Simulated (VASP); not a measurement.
TiCo2: relaxation of cell and atoms with PBEsol

Crystal: TiCo2.

```
CELL_PARAMETERS angstrom
0.00000 3.23285 3.23285
3.23285 0.00000 3.23285
3.23285 3.23285 0.00000
ATOMIC_POSITIONS crystal
Ti 0.50000 0.50000 0.50000
Ti 0.75000 0.75000 0.75000
Co 0.12500 0.12500 0.12500
Co 0.62500 0.12500 0.12500
Co 0.12500 0.12500 0.62500
Co 0.12500 0.62500 0.12500
```

* Program: VASP 6.6.1
* Task: relaxation of cell and atoms
* Functional: PBEsol
* Potentials or basis: VASP PAW PBE potentials, release 64 (Ti_sv, Co)
* Cutoff: 600 eV
* k mesh: 10 × 10 × 10
* Occupations: gaussian, width 0.1 eV
* Spin: no spin polarisation
* Target pressure: 10 GPa
* Dipole correction: no
* Further INCAR settings: ALGO = Fast; EDIFF = 1e-07; IBRION = 2; EDIFFG = -0.008; NSW = 70; ISIF = 3

```yaml
Relaxed_volume: 11.23 Å³/atom
Relaxed_cell: a = 4.567 Å, b = 4.567 Å, c = 4.567 Å, α = 60.00°, β = 60.00°, γ = 60.00°
Space_group_after_relaxing_to_0.05_Å: Fd-3m (No. 227)
Energy_change_on_relaxing_the_enthalpy_is_what_falls: +2.2 meV/atom
Ionic_steps: 5
Pressure_after_relaxing: 10.1 GPa
Band_gap_on_the_k_mesh: zero (band 30 reaches 11.48 eV, above the bottom of band 31 at 10.64 eV)
```

Step by step:
```tsv
step	energy change (eV)	largest force (eV/Å)	pressure (GPa)	volume (Å³)
1	0.0000	0.0000	9.18	67.57
2	0.0364	0.0000	11.45	67.01
3	0.0124	0.0000	9.88	67.37
4	0.0141	0.0000	10.13	67.34
5	0.0132	0.0000	10.10	67.35
```

Final structure:
```
Ti Co
1.0
     0.00000    3.22932    3.22932
     3.22932    0.00000    3.22932
     3.22932    3.22932    0.00000
Ti Co
2 4
Cartesian
  3.2293 3.2293 3.2293
  4.8440 4.8440 4.8440
  0.8073 0.8073 0.8073
  0.8073 2.4220 2.4220
  2.4220 2.4220 0.8073
  2.4220 0.8073 2.4220
```

Levels at points of the mesh, in eV from the Fermi level:
```
           k point  band 26  band 27  band 28  band 29  band 30  band 31  band 32  band 33  band 34  band 35
(0.00, 0.00, 0.00)    -0.79    -0.69    -0.69    -0.61    -0.61    -0.61     0.91     0.91     0.91     1.10
(0.50, 0.00, 0.00)    -0.74    -0.67    -0.41    -0.41     0.12     0.12     0.59     0.59     0.91     0.97
(0.50, 0.50, 0.00)    -1.94    -0.62    -0.62    -0.57    -0.57    -0.03    -0.03     0.97     0.97     1.73
```

It took 11 min on 1 thread of Intel(R) Xeon(R) 6975P-C (Granite Rapids) (shared host), peak memory 0.33 GiB.

Caveat: the cell is relaxed towards a set pressure, so the enthalpy falls and the energy may rise; the PAW data sets were made with another functional, which shifts forces and pressure a little. Spin polarisation is off, so any magnetic state and its effect on volume and gap are missing.
